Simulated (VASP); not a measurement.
Na4MgScP3O12:

```
Na Mg Sc P O
1.0
     4.53555    2.61860    7.39160
    -4.53555    2.61860    7.39160
     0.00000   -5.23721    7.39160
Na Mg Sc P O
8 2 2 6 24
Direct
  0.88555 0.61661 0.24314
  0.61661 0.24314 0.88555
  0.24314 0.88555 0.61661
  0.38555 0.74314 0.11661
  0.74314 0.11661 0.38555
  0.11661 0.38555 0.74314
  0.49743 0.49743 0.49743
  0.99743 0.99743 0.99743
  0.34963 0.34963 0.34963
  0.84963 0.84963 0.84963
  0.65026 0.65026 0.65026
  0.15026 0.15026 0.15026
  0.54811 0.95611 0.24963
  0.95611 0.24963 0.54811
  0.24963 0.54811 0.95611
  0.04811 0.74963 0.45611
  0.74963 0.45611 0.04811
  0.45611 0.04811 0.74963
  0.51949 0.12157 0.28019
  0.12157 0.28019 0.51949
  0.28019 0.51949 0.12157
  0.01949 0.78019 0.62157
  0.78019 0.62157 0.01949
  0.62157 0.01949 0.78019
  0.48163 0.87911 0.72212
  0.87911 0.72212 0.48163
  0.72212 0.48163 0.87911
  0.98163 0.22212 0.37911
  0.22212 0.37911 0.98163
  0.37911 0.98163 0.22212
  0.42891 0.22253 0.58414
  0.22253 0.58414 0.42891
  0.58414 0.42891 0.22253
  0.92891 0.08414 0.72253
  0.08414 0.72253 0.92891
  0.72253 0.92891 0.08414
  0.56821 0.77893 0.41673
  0.77893 0.41673 0.56821
  0.41673 0.56821 0.77893
  0.06821 0.91673 0.27893
  0.91673 0.27893 0.06821
  0.27893 0.06821 0.91673
```

Base run:

| Property | Result |
| --- | --- |
| Program | VASP 6.6.1 |
| Functional | r2SCAN |
| Potentials or basis | VASP PAW PBE potentials, release 64 (Na_pv, Mg, Sc_sv, P, O) |
| Cutoff | 520 eV |
| k mesh | 3 × 3 × 3 |
| Occupations | fermi-dirac, width 0.02 eV |
| Spin | no spin polarisation |

Its results: band gap on the k mesh 5.16 eV; pressure -5.3 GPa; largest force 0.855 eV/Å.

The run is repeated on the same cell with these changes: functional from r2SCAN to PBE. What comes out?

Band gap on the k mesh 4.54 eV; pressure -0.4 GPa; largest force 0.372 eV/Å.

Caveats: the cell stands under tension (at least some runs); the PAW data sets were made with another functional, which shifts forces and pressure a little (at least some runs).

A k mesh can miss the band edges.
